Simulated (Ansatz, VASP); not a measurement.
**GaSb in VASP and in Ansatz**

```
Ga Sb
1.0
     0.00000    3.02507    3.02507
     3.02507    0.00000    3.02507
     3.02507    3.02507    0.00000
Ga Sb
1 1
Direct
  0.00000 0.00000 0.00000
  0.75000 0.75000 0.75000
```

Alike in both runs: functional LDA; k mesh 12 × 12 × 12; occupations fermi-dirac, width 0.15 eV; no spin polarisation.

Ansatz relaxed the structure, and its values are those at the end. VASP's run is a single point on that final structure, the one shown.

|  | VASP | Ansatz |
| --- | --- | --- |
| version | VASP 6.6.1 | Ansatz 0.2.0 |
| potentials or method | VASP PAW LDA potentials, release 64 (Ga_d, Sb), cutoff 520 eV | scalar-relativistic, plane waves, PAW |
| valence electrons in the cell | 18 | 28 |

```tsv
	VASP	Ansatz	Ansatz less VASP
gap on the k mesh at the Fermi level (eV)	none	none	-
pressure (GPa)	0.2	0.0	-0.19
```

LDA's correlation is that of Perdew and Zunger in VASP and of Perdew and Wang (1992) in Ansatz. A gap of «none» marks a metal or a gap that the smearing closes. VASP's potentials hold 18 valence electrons a cell and Ansatz's 28, so a difference there can come from the potentials and not from the codes.

Neither program's run includes spin-orbit coupling.
